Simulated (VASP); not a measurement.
A run of VASP 6.6.1 is set up as follows.

The input INCAR:

```
ALGO = Normal
EDIFF = 1E-6
ENCUT = 520
GGA = PE
ISIF = 2
ISMEAR = -1
LASPH = True
LCHARG = True
LELF = True
LREAL = False
LVHAR = True
LWAVE = False
NBANDS = 7
NELM = 80
PREC = Accurate
SIGMA = 0.1
```

The input KPOINTS:

```
k-points
0
Gamma
  16 16 16
```

File POSCAR:

```
Mg
1.0
   -1.6427844032      1.6427844032      1.6427844032
    1.6427844032     -1.6427844032      1.6427844032
    1.6427844032      1.6427844032     -1.6427844032
Mg
1
Direct
    0.0000000000      0.0000000000      0.0000000000
```

Potentials or basis: VASP PAW PBE potentials, release 64 (Mg).

Command:

```console
$ cat potpaw_PBE.64/Mg/POTCAR > POTCAR
$ mpirun -np 1 vasp_std > vasp.out
```

(1) Predict the band gap on the k mesh.

(2) Estimate the pressure.

Results:

(1) zero (bands 1 and 2 overlap by 4.92 eV).

(2) 15.0 GPa.

Caveat: the cell stands under pressure.
